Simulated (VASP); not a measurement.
# KBr (Fm-3m) in VASP: notebook, part 2 of 2

VASP 6.6.1. The steps go on from the part before.

**3. Relaxation of cell and atoms, LDA**

The input, INCAR:

```
SYSTEM = KBr
ALGO     = Normal         ! electronic algorithm
EDIFF    = 1E-6           ! SCF threshold, eV
EDIFFG   = -0.005         ! ionic threshold
ENCUT    = 600            ! plane-wave cutoff, eV
GGA      = CA             ! functional
IBRION   = 2              ! ionic algorithm
ISIF     = 3              ! what is computed and relaxed
ISMEAR   = -1             ! smearing method
LASPH    = .True.         ! aspherical terms in the spheres
LCHARG   = .False.        ! write CHGCAR
LREAL    = .False.        ! projectors in reciprocal space
LWAVE    = .False.        ! write WAVECAR
NELM     = 60             ! most SCF steps
NSW      = 80             ! ionic steps
PREC     = Accurate       ! precision mode
SIGMA    = 0.02           ! smearing width, eV
```

The input, KPOINTS:

```
k-points
0
Gamma
  6 6 6
  0 0 0
```

The input, POSCAR:

```
KBr
1.0
    0.0000000000      3.3523161527      3.3523161527
    3.3523161527      0.0000000000      3.3523161527
    3.3523161527      3.3523161527      0.0000000000
K Br
1 1
Direct
    0.0000000000      0.0000000000      0.0000000000
    0.5000000000      0.5000000000      0.5000000000
```

Potentials or basis: VASP PAW LDA potentials, release 64 (K_sv, Br).

Started as:

```sh
$ cat potpaw_LDA.64/K_sv/POTCAR potpaw_LDA.64/Br/POTCAR > POTCAR
$ mpirun -np 1 vasp_std > vasp.out
```

OUTCAR:

```text
SYSTEM = KBr
   EDIFF = 1E-6
   EDIFFG = -0.005
   ENCUT = 600
   GGA = CA
   IBRION = 2
   ISIF = 3
   ISMEAR = -1
   LASPH = .True.
   LREAL = .False.
   NELM = 60
   NSW = 80
   PREC = Accurate

 ion  position               nearest neighbor table
   1  0.000  0.000  0.000-
   2  0.500  0.500  0.500-

  LATTYP: Found a face centered cubic cell.
 ALAT       =     6.7046323054

  Lattice vectors:

 A1 = (   0.0000000000,   3.3523161527,   3.3523161527)
 A2 = (   3.3523161527,   0.0000000000,   3.3523161527)
 A3 = (   3.3523161527,   3.3523161527,   0.0000000000)

Analysis of symmetry for initial positions (statically):
=====================================================================
 Subroutine PRICEL returns:
 Original cell was already a primitive cell.

 Routine SETGRP: Setting up the symmetry group for a
 face centered cubic supercell.

 Subroutine GETGRP returns: Found 48 space group operations
 (whereof 48 operations were pure point group operations)
 out of a pool of 48 trial point group operations.

The static configuration has the point symmetry O_h .

Analysis of symmetry for dynamics (positions and initial velocities):
=====================================================================
 Subroutine PRICEL returns:
 Original cell was already a primitive cell.

 Routine SETGRP: Setting up the symmetry group for a
 face centered cubic supercell.

 Subroutine GETGRP returns: Found 48 space group operations
 (whereof 48 operations were pure point group operations)
 out of a pool of 48 trial point group operations.

The dynamic configuration has the point symmetry O_h .

 Subroutine INISYM returns: Found 48 space group operations
 (whereof 48 operations are pure point group operations),
 and found     1 'primitive' translations

----------------------------------------------------------------------------------------

                                     Primitive cell

  volume of cell :      75.3468

[... 93 lines left out ...]
   EFERMI =   0.00;   METHOD = LEGACY
   ISMEAR =    -1;   SIGMA  =   0.02  broadening in eV -4-tet -1-fermi 0-gaus
   EFERMI_NEDOS =   21; number of points for ismear=-14 and -15
   IALGO  =     38    algorithm
   IMIX   =      4    mixing-type and parameters
     AMIX     =   0.40;   BMIX     =  1.00
     AMIX_MAG =   1.60;   BMIX_MAG =  1.00
  volume/ion in A,a.u.               =      37.67       254.23
  Fermi-wavevector in a.u.,A,eV,Ry     =   0.976697  1.845690 12.979101  0.953937
  Thomas-Fermi vector in A             =   2.107336
   LORBIT       =      0    0 simple, 1 ext, 2 COOP (PROOUT), +10 PAW based schemes
   GGA     = CA    functional components
   LHFCALC =     F    Hartree Fock is set to
   AEXX    =    0.0000 exact exchange contribution
   IVDW    =     0    specifies the selected vdW correction
   LEPSILON=     F    determine dielectric tensor
   LRPA    =     F    only Hartree local field effects (RPA)
 conjugate gradient relaxation of ions
 non-spin polarized calculation
  energy-cutoff  :      600.00
  volume of cell :       75.35
 maximum number of plane-waves:      2565
 NGX is ok and might be reduce to    40
   NGX = 19   NGY = 19   NGZ = 19

--------------------------------------- Ionic step        1  -------------------------------------------

 number of electron      15.9999999 magnetization

 Free energy of the ion-electron system (eV)
  ---------------------------------------------------
  ext. energy  EPLUGINS =         0.00000000
  ---------------------------------------------------
  free energy    TOTEN  =        -6.75771429 eV

  energy without entropy =       -6.75771429  energy(sigma->0) =       -6.75771429

------------------------ aborting loop because EDIFF is reached ----------------------------------------

  FORCE on cell =-STRESS in cart. coord.  units (eV):
  Direction    XX          YY          ZZ          XY          YZ          ZX
  --------------------------------------------------------------------------------------
  -------------------------------------------------------------------------------------
  Total       -0.9735795     -0.9735795     -0.9735795     -0.0000000     -0.0000000      0.0000000
  in kB      -20.7022292    -20.7022292    -20.7022292     -0.0000000     -0.0000000      0.0000000
  external PRESSURE =     -20.7022292 kB  Pullay stress =       0.0000000 kB
[... 95 lines left out ...]
--------------------------------------- Ionic step        4  -------------------------------------------

 number of electron      15.9999999 magnetization

 Free energy of the ion-electron system (eV)
  ---------------------------------------------------
  ext. energy  EPLUGINS =         0.00000000
  ---------------------------------------------------
  free energy    TOTEN  =        -6.83510351 eV

  energy without entropy =       -6.83510351  energy(sigma->0) =       -6.83510351

 E-fermi :  -0.9528     XC(G=0):  -8.3003

 val. band max:       -1.4639850494   @ k =   0.0000   0.0000   0.0000
 cond. band min:       2.8540127508   @ k =   0.0000   0.0000   0.0000
 fundamental gap:      4.3179978002
 Fermi energy:        -0.9527903182

 k-point     1 :       0.0000    0.0000    0.0000
  band No.  band energies     occupation
      1     -28.6807      2.00000
      2     -13.9262      2.00000
      3     -12.4060      2.00000
      4     -12.4060      2.00000
      5     -12.4060      2.00000
      6      -1.4640      2.00000
      7      -1.4640      2.00000
      8      -1.4640      2.00000
      9       2.8540      0.00000
     10       5.8762      0.00000
     11       5.8762      0.00000
     12       5.8762      0.00000
[... 252 lines left out ...]
  FREE ENERGIE OF THE ION-ELECTRON SYSTEM (eV)
  ---------------------------------------------------
  free  energy   TOTEN  =        -6.8351035062 eV

  energy  without entropy=       -6.8351035062  energy(sigma->0) =       -6.83510351

 reached required accuracy - stopping structural energy minimisation
```

OSZICAR:

```text
N       E                     dE             d eps       ncg     rms          rms(c)
DAV:   1     0.116062166749E+03    0.11606E+03   -0.75203E+03   384   0.131E+03
DAV:   2     0.115117001798E+01   -0.11491E+03   -0.10595E+03   488   0.295E+02
DAV:   3    -0.666069178216E+01   -0.78119E+01   -0.77731E+01   480   0.676E+01
[... 34 lines left out ...]
DAV:   3    -0.683503751540E+01    0.22223E-02   -0.75994E-03   664   0.772E-01    0.207E-01
DAV:   4    -0.683508733909E+01   -0.49824E-04   -0.19275E-04   608   0.109E-01    0.847E-02
DAV:   5    -0.683510452164E+01   -0.17183E-04   -0.20064E-04   672   0.776E-02    0.150E-02
DAV:   6    -0.683510332484E+01    0.11968E-05   -0.34828E-06   456   0.205E-02    0.693E-03
DAV:   7    -0.683510350620E+01   -0.18136E-06   -0.67877E-07   280   0.673E-03
   4 F= -.68351035E+01 E0= -.68351035E+01  d E =-.773892E-01
```

CONTCAR:

```text
KBr
   1.00000000000000
    -0.0000000000000000    3.1899811934428941    3.1899811934428941
     3.1899811934428941    0.0000000000000000    3.1899811934428941
     3.1899811934428941    3.1899811934428941    0.0000000000000000
  K               Br
     1     1
Direct
     0.0000000000000000    1.0000000000000000    1.0000000000000000
     0.5000000000000000    0.5000000000000000    0.5000000000000000

  0.00000000E+00  0.00000000E+00  0.00000000E+00
  0.00000000E+00  0.00000000E+00  0.00000000E+00
```

Wall time 26 s (1 thread of AMD EPYC 9R45 (Zen 5), shared host); peak memory 0.17 GiB.

What came out:

```yaml
Free_energy: -6.8351 eV
Relaxed_volume: 32.46 Å³/atom
Relaxed_cell: a = 4.511 Å, b = 4.511 Å, c = 4.511 Å, α = 60.00°, β = 60.00°, γ = 60.00°
Space_group_after_relaxing_to_0.05_Å: Fm-3m (No. 225)
Energy_gained_by_relaxing: 38.7 meV/atom
Ionic_steps: 4
Pressure_after_relaxing: 0.0 GPa
Band_gap_on_the_k_mesh: 4.32 eV, direct
```

Step by step:
| step | energy change (eV) | largest force (eV/Å) | pressure (GPa) | volume (Å³) |
| --- | --- | --- | --- | --- |
| 1 | 0.0000 | 0.0000 | -2.07 | 75.35 |
| 2 | -0.0552 | 0.0000 | -1.28 | 70.16 |
| 3 | -0.0770 | 0.0000 | -0.18 | 65.61 |
| 4 | -0.0774 | 0.0000 | 0.02 | 64.92 |

Final structure:
```
K Br
1.0
     0.00000    3.18998    3.18998
     3.18998    0.00000    3.18998
     3.18998    3.18998    0.00000
K Br
1 1
Direct
  0.00000 0.00000 0.00000
  0.50000 0.50000 0.50000
```
